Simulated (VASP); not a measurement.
# PtSe2 (P-3m1) in VASP: a series of runs

The runs below take PtSe2 through single point, with r2SCAN.

Everything below comes from runs of VASP 6.6.1. Logs are shortened: lines on timing, memory, paths and dates and some standing lists are left out, and cuts for length are marked.

### 1 The cell of the first run

It takes space group P-3m1 (No. 164, trigonal). Conventional cell: a = 3.718 Å, b = 3.718 Å, c = 5.816 Å, α = 90.00°, β = 90.00°, γ = 120.00°. Within 3.3 Å of Pt (site symmetry -3m) lie 6 Se at 2.52 Å. Se (site symmetry 3m) has 3 Pt at 2.52 Å and 3 Se at 3.39 Å within 3.4 Å.

### 2 Single point, r2SCAN

POSCAR reads:

```
PtSe2
1.0
    3.7177695670      0.0000000000      0.0000000000
   -1.8588847835      3.2196828904      0.0000000000
    0.0000000000      0.0000000000      5.8156219393
Pt Se
1 2
Direct
    0.0000000000      0.0000000000      0.0000000000
    0.3333333333      0.6666666667      0.2254110357
    0.6666666667      0.3333333333      0.7745889643
```

INCAR.step1 reads:

```
  PREC = Accurate
  ENCUT = 520
  ISMEAR = 0
  SIGMA = 0.02
  LREAL = False
  LASPH = True
  NELM = 60
  NBANDS = 18
  GGA = PE
  ALGO = Normal
  EDIFF = 1E-4
  LWAVE = True
  LCHARG = False
```

INCAR.step2 reads:

```
  PREC = Accurate
  ENCUT = 520
  EDIFF = 1E-7
  ISMEAR = 0
  SIGMA = 0.02
  LREAL = False
  LASPH = True
  NELM = 60
  ALGO = Normal
  ISIF = 2
  LWAVE = False
  LCHARG = True
  METAGGA = R2SCAN
  LMIXTAU = True
  LELF = True
  LVHAR = True
  NBANDS = 18
  ISTART = 1
```

KPOINTS reads:

```
regular mesh
0
Gamma
  12 12 6
```

Potentials or basis: VASP PAW PBE potentials, release 64 (Pt, Se).

Launch:

```sh
> cat potpaw_PBE.64/Pt/POTCAR potpaw_PBE.64/Se/POTCAR > POTCAR
> cp INCAR.step1 INCAR
> mpirun -np 1 vasp_std > vasp.out
> cp INCAR.step2 INCAR
> mpirun -np 1 vasp_std > vasp.out
```

OUTCAR:

```text
PREC = Accurate
   ENCUT = 520
   EDIFF = 1E-7
   ISMEAR = 0
   LREAL = False
   LASPH = True
   NELM = 60
   ISIF = 2
   METAGGA = R2SCAN
   ISTART = 1

 ion  position               nearest neighbor table
   1  0.000  0.000  0.000-   2 2.52   3 2.52   2 2.52   3 2.52   3 2.52   2 2.52
   2  0.333  0.667  0.225-   1 2.52   1 2.52   1 2.52
   3  0.667  0.333  0.775-   1 2.52   1 2.52   1 2.52

  LATTYP: Found a hexagonal cell.
 ALAT       =     3.7177695670
 C/A-ratio  =     1.5642771383

  Lattice vectors:

 A1 = (   3.7177695670,   0.0000000000,   0.0000000000)
 A2 = (  -1.8588847835,   3.2196828904,   0.0000000000)
 A3 = (   0.0000000000,   0.0000000000,   5.8156219393)

Analysis of symmetry for initial positions (statically):
=====================================================================
 Subroutine PRICEL returns:
 Original cell was already a primitive cell.

 Routine SETGRP: Setting up the symmetry group for a
 hexagonal supercell.

 Subroutine GETGRP returns: Found 12 space group operations
 (whereof 12 operations were pure point group operations)
 out of a pool of 24 trial point group operations.

The static configuration has the point symmetry D_3d.

Analysis of symmetry for dynamics (positions and initial velocities):
=====================================================================
 Subroutine PRICEL returns:
 Original cell was already a primitive cell.

 Routine SETGRP: Setting up the symmetry group for a
 hexagonal supercell.

 Subroutine GETGRP returns: Found 12 space group operations
 (whereof 12 operations were pure point group operations)
 out of a pool of 24 trial point group operations.

The dynamic configuration has the point symmetry D_3d.

 Subroutine INISYM returns: Found 12 space group operations
 (whereof 12 operations are pure point group operations),
 and found     1 'primitive' translations

----------------------------------------------------------------------------------------

                                     Primitive cell

  volume of cell :      69.6132

  direct lattice vectors                    reciprocal lattice vectors
     3.717769567  0.000000000  0.000000000     0.268978478  0.155294797  0.000000000
    -1.858884783  3.219682890  0.000000000     0.000000000  0.310589593  0.000000000
     0.000000000  0.000000000  5.815621939     0.000000000  0.000000000  0.171950655

  length of vectors
     3.717769567  3.717769567  5.815621939     0.310589593  0.310589593  0.171950655

  position of ions in fractional coordinates (direct lattice)
     0.000000000  0.000000000  0.000000000
     0.333333333  0.666666667  0.225411036
     0.666666667  0.333333333  0.774588964

  ion indices of the primitive-cell ions
   primitive index   ion index
                 1           1
                 2           2
                 3           3

----------------------------------------------------------------------------------------

 KPOINTS: regular mesh

Automatic generation of k-mesh.
 Grid dimensions read from file:
 generate k-points for:   12   12    6

 Generating k-lattice:

  Cartesian coordinates                     Fractional coordinates (reciprocal lattice)
     0.022414873  0.012941233  0.000000000     0.083333333  0.000000000  0.000000000
     0.000000000  0.025882466  0.000000000     0.000000000  0.083333333  0.000000000
     0.000000000  0.000000000  0.028658442     0.000000000  0.000000000  0.166666667

  Length of vectors
     0.025882466  0.025882466  0.028658442

  Shift w.r.t. Gamma in fractional coordinates (k-lattice)
     0.000000000  0.000000000  0.000000000

 Subroutine IBZKPT returns following result:
 ===========================================

 Found    100 irreducible k-points:

 Following reciprocal coordinates:
            Coordinates               Weight
  0.000000  0.000000  0.000000      1.000000
  0.083333  0.000000  0.000000      6.000000
  0.166667  0.000000  0.000000      6.000000
  0.250000  0.000000  0.000000      6.000000
  0.333333  0.000000  0.000000      6.000000
  0.416667  0.000000  0.000000      6.000000
[... 16 lines left out ...]
  0.166667  0.000000  0.166667      6.000000
  0.000000  0.166667  0.166667      6.000000
 [... further k-points ...]
   k-points           NKPTS =    100   k-points in BZ     NKDIM =    100   number of bands    NBANDS=     18
   number of dos      NEDOS =    301   number of ions     NIONS =      3
   total plane-waves  NPLWV =  37632
   dimension x,y,z NGX =    28 NGY =   28 NGZ =   48
   dimension x,y,z NGXF=    56 NGYF=   56 NGZF=   96
   ions per type =               1   2
   NGX,Y,Z   is equivalent  to a cutoff of  12.52, 12.52, 13.72 a.u.
   NGXF,Y,Z  is equivalent  to a cutoff of  25.04, 25.04, 27.44 a.u.
 SYSTEM =  unknown system
   PREC   = accura    normal or accurate (medium, high low for compatibility)
   ISTART =      1    job   : 0-new  1-cont  2-samecut
   ICHARG =      0    charge: 1-file 2-atom 10-const
   ISPIN  =      1    spin polarized calculation?
   LNONCOLLINEAR =      F non collinear calculations
   LSORBIT =      F    spin-orbit coupling
   LASPH  =      T    aspherical Exc in radial PAW
   ENCUT  =  520.0 eV  38.22 Ry    6.18 a.u.   6.91  6.91 10.81*2*pi/ulx,y,z
   NELM   =     60;   NELMIN=  2; NELMDL=  0     # of ELM steps
   EDIFF  = 0.1E-06   stopping-criterion for ELM
   LREAL  =      F    real-space projection
   EDIFFG = 0.1E-05   stopping-criterion for IOM
   NSW    =      0    number of steps for IOM
   IBRION =     -1    ionic relax: 0-MD 1-quasi-New 2-CG
   NFREE  =      0    steps in history (QN), initial steepest desc. (CG)
   ISIF   =      2    stress and relaxation
   ISYM   =      2    0-nonsym 1-usesym 2-fastsym
   POTIM  = 0.5000    time-step for ionic-motion
   TEBEG  =    0.0;   TEEND  =   0.0 temperature during run
   PSTRESS=    0.0 pullay stress
   NELECT =      22.0000    total number of electrons
   NUPDOWN=      -1.0000    fix difference up-down
   EMIN   =  10.00;   EMAX   =-10.00  energy-range for DOS
   EFERMI =   0.00;   METHOD = LEGACY
   ISMEAR =     0;   SIGMA  =   0.02  broadening in eV -4-tet -1-fermi 0-gaus
   EFERMI_NEDOS =   21; number of points for ismear=-14 and -15
   IALGO  =     38    algorithm
   IMIX   =      4    mixing-type and parameters
     AMIX     =   0.40;   BMIX     =  1.00
     AMIX_MAG =   1.60;   BMIX_MAG =  1.00
  volume/ion in A,a.u.               =      23.20       156.59
  Fermi-wavevector in a.u.,A,eV,Ry     =   1.115112  2.107256 16.918501  1.243475
  Thomas-Fermi vector in A             =   2.251714
   LORBIT       =      0    0 simple, 1 ext, 2 COOP (PROOUT), +10 PAW based schemes
   METAGGA = R2SCAN    functional components
   LHFCALC =     F    Hartree Fock is set to
   AEXX    =    0.0000 exact exchange contribution
   IVDW    =     0    specifies the selected vdW correction
   LEPSILON=     F    determine dielectric tensor
   LRPA    =     F    only Hartree local field effects (RPA)
 non-spin polarized calculation
 Gauss-broadening in eV      SIGMA  =   0.02
  energy-cutoff  :      520.00
  volume of cell :       69.61
 maximum number of plane-waves:      1891
   NGX = 13   NGY = 13   NGZ = 21

 number of electron      21.9999998 magnetization

 Free energy of the ion-electron system (eV)
  ---------------------------------------------------
  ext. energy  EPLUGINS =         0.00000000
  ---------------------------------------------------
  free energy    TOTEN  =       -81.49809718 eV

  energy without entropy =      -81.49809718  energy(sigma->0) =      -81.49809718

 E-fermi :   4.4475     XC(G=0): -10.3880

 val. band max:        4.3386706533   @ k =   0.0833   0.0000   0.0000
 cond. band min:       4.9043537688   @ k =   0.0000   0.2500   0.3333
 fundamental gap:      0.5656831155
 Fermi energy:         4.4475362202

 k-point     1 :       0.0000    0.0000    0.0000
  band No.  band energies     occupation
      1     -10.9725      2.00000
      2      -8.8189      2.00000
      3      -2.0425      2.00000
      4      -1.6092      2.00000
      5      -1.6092      2.00000
      6       0.6958      2.00000
[... 10 lines left out ...]
     17      12.6762      0.00000
     18      15.5623      0.00000

 k-point     2 :       0.0833    0.0000    0.0000
  band No.  band energies     occupation
      1     -10.8938      2.00000
      2      -8.8329      2.00000
      3      -1.9554      2.00000
      4      -1.5936      2.00000
      5      -1.5603      2.00000
      6       0.5955      2.00000
[... 10 lines left out ...]
     17      12.9633      0.00000
     18      15.3443      0.00000

 k-point     3 :       0.1667    0.0000    0.0000
  band No.  band energies     occupation
      1     -10.6668      2.00000
      2      -8.8728      2.00000
      3      -1.7268      2.00000
      4      -1.5122      2.00000
      5      -1.4289      2.00000
      6       0.2201      2.00000
[... 10 lines left out ...]
     17      13.6405      0.00000
     18      14.3382      0.00000

 k-point     4 :       0.2500    0.0000    0.0000
  band No.  band energies     occupation
      1     -10.3222      2.00000
      2      -8.9328      2.00000
      3      -1.5799      2.00000
      4      -1.2662      2.00000
      5      -1.1898      2.00000
      6      -0.4410      2.00000
[... 375 lines left out ...]
      4      -1.5618      2.00000
      5      -1.5489      2.00000
      6       0.5884      2.00000
[... 10 lines left out ...]
     17      13.0428      0.00000
     18      14.6572      0.00000

 k-point    23 :       0.1667    0.0000    0.1667
  band No.  band energies     occupation
      1     -10.6266      2.00000
      2      -8.9486      2.00000
      3      -1.6624      2.00000
      4      -1.4456      2.00000
      5      -1.4184      2.00000
      6       0.2377      2.00000
[... 10 lines left out ...]
     17      13.3986      0.00000
     18      14.1744      0.00000

 k-point    24 :       0.0000    0.1667    0.1667
  band No.  band energies     occupation
      1     -10.6306      2.00000
      2      -8.9389      2.00000
      3      -1.7875      2.00000
      4      -1.4364      2.00000
      5      -1.3268      2.00000
      6       0.1893      2.00000
[... 10 lines left out ...]
     17      13.7239      0.00000
     18      13.8702      0.00000

 [... further k-points ...]

------------------------ aborting loop because EDIFF is reached ----------------------------------------

  FORCE on cell =-STRESS in cart. coord.  units (eV):
  Direction    XX          YY          ZZ          XY          YZ          ZX
  --------------------------------------------------------------------------------------
  -------------------------------------------------------------------------------------
  Total        0.0362174      0.0362174      0.0217933      0.0000000      0.0000000      0.0000000
  in kB        0.8335589      0.8335589      0.5015820      0.0000000      0.0000000      0.0000000
  external PRESSURE =       0.7228999 kB  Pullay stress =       0.0000000 kB

 VOLUME and BASIS-vectors are now :
 -----------------------------------------------------------------------------
  energy-cutoff  :      520.00
  volume of cell :       69.61
      direct lattice vectors                 reciprocal lattice vectors
     3.717769567  0.000000000  0.000000000     0.268978478  0.155294797  0.000000000
    -1.858884783  3.219682890  0.000000000     0.000000000  0.310589593  0.000000000
     0.000000000  0.000000000  5.815621939     0.000000000  0.000000000  0.171950655

 POSITION                                       TOTAL-FORCE (eV/Angst)
 -----------------------------------------------------------------------------------
      0.00000      0.00000      0.00000         0.000000      0.000000     -0.000000
     -0.00000      2.14646      1.31091        -0.000000     -0.000000      0.010036
      1.85888      1.07323      4.50472         0.000000      0.000000     -0.010036
 -----------------------------------------------------------------------------------
    total drift:                                0.000000      0.000000     -0.000000

  FREE ENERGIE OF THE ION-ELECTRON SYSTEM (eV)
  ---------------------------------------------------
  free  energy   TOTEN  =       -81.4980971829 eV

  energy  without entropy=      -81.4980971829  energy(sigma->0) =      -81.49809718
```

Run time: 11 min. Hardware: 1 thread of Intel Xeon 8259CL, shared host; peak memory 0.29 GiB.

What came out:

- Free energy: -81.4981 eV
- Pressure: 0.1 GPa
- Largest force: 0.010 eV/Å
- Band gap on the k mesh: 0.57 eV (least direct gap 0.94 eV)

Forces in eV/Å, atoms in the order of the input:
```
Pt   0.000  0.000  0.000
Se   0.000  0.000  0.010
Se   0.000  0.000 -0.010
```

Caveat: the PAW data sets were made with another functional, which shifts forces and pressure a little; spin-orbit coupling is left out, which moves the levels of the heavy elements.

### 3 Single point, r2SCAN

POSCAR is that of step 2.

INCAR.step1 reads:

```
PREC = Accurate
ENCUT = 520
ISMEAR = 0
SIGMA = 0.1
LREAL = False
LASPH = True
NELM = 80
NBANDS = 18
GGA = PE
ALGO = Normal
EDIFF = 1E-4
LWAVE = True
LCHARG = False
```

INCAR.step2 reads:

```
PREC = Accurate
ENCUT = 520
EDIFF = 1E-6
ISMEAR = 0
SIGMA = 0.1
LREAL = False
LASPH = True
NELM = 80
ALGO = Normal
ISIF = 2
LWAVE = False
LCHARG = False
METAGGA = R2SCAN
LMIXTAU = True
NBANDS = 18
ISTART = 1
```

KPOINTS reads:

```
regular mesh
0
Gamma
  12 12 8
```

Potentials or basis: VASP PAW PBE potentials, release 64 (Pt, Se).

Launch:

```sh
> cat potpaw_PBE.64/Pt/POTCAR potpaw_PBE.64/Se/POTCAR > POTCAR
> cp INCAR.step1 INCAR
> mpirun -np 1 vasp_std > vasp.out
> cp INCAR.step2 INCAR
> mpirun -np 1 vasp_std > vasp.out
```

It took 14 min on 1 thread of Intel Xeon 8259CL, shared host; peak memory 0.31 GiB.

The run converged. Its results:

```yaml
Free_energy: -81.4981 eV
Pressure: 0.1 GPa
Largest_force: 0.010 eV/Å
Band_gap_on_the_k_mesh: 0.61 eV (least direct gap 0.86 eV)
```

Forces on the atoms (eV/Å):
```
Pt   0.000  0.000  0.000
Se   0.000  0.000  0.010
Se   0.000  0.000 -0.010
```

Levels at points of the mesh, in eV from the valence-band top:
| k point | band 7 | band 8 | band 9 | band 10 | band 11 | band 12 | band 13 | band 14 | band 15 | band 16 |
| --- | --- | --- | --- | --- | --- | --- | --- | --- | --- | --- |
| (0.00, 0.00, 0.00) | -3.64 | -2.21 | -0.62 | -0.62 | -0.03 | 2.37 | 2.37 | 4.81 | 5.21 | 8.34 |
| (0.50, 0.00, 0.00) | -3.11 | -3.02 | -2.71 | -2.65 | -2.60 | 1.57 | 2.49 | 5.00 | 6.40 | 8.02 |
| (0.00, 0.00, 0.50) | -3.65 | -2.17 | -1.56 | -0.74 | -0.74 | 2.63 | 2.63 | 5.58 | 6.63 | 8.11 |
| (0.50, 0.00, 0.50) | -3.12 | -3.11 | -2.77 | -2.44 | -1.53 | 1.99 | 2.10 | 4.58 | 5.73 | 7.52 |

Caveat: the PAW data sets were made with another functional, which shifts forces and pressure a little; spin-orbit coupling is left out, which moves the levels of the heavy elements.

[end of part 1 of 2]
